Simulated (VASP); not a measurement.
Runs of VASP 6.6.1 on KNaICl. The structure is that of space group Pmmm (No. 47), or close to it. The cells are those of the table. 

```csv
cell,gap on the mesh (eV),pressure (GPa)
"a = 3.766, b = 4.400, c = 7.214 Å, 4 atoms",3.12,(a)
"a = 3.924, b = 4.875, c = 6.261 Å, 4 atoms",3.05,0.2
"a = 4.083, b = 4.400, c = 6.738 Å, 4 atoms",3.73,0.4
"a = 3.924, b = 4.558, c = 6.738 Å, 4 atoms",3.33,0.5
"a = 4.004, b = 4.954, c = 6.023 Å, 4 atoms",(b),0.7
```

Alike in all rows: task single point; level LDA; potentials or basis VASP PAW LDA potentials, release 64 (K_sv, Na_pv, I, Cl); no spin polarisation; k mesh 6 × 6 × 4; cutoff (eV) 520; smearing gaussian 0.05 eV.

Q: Fill in the values left out.

A: (a) 2.4; (b) 3.13.

Caveats: spin-orbit coupling is left out, which moves the levels of the heavy elements.

A k mesh can miss the band edges, and the runs leave out spin-orbit coupling on I.
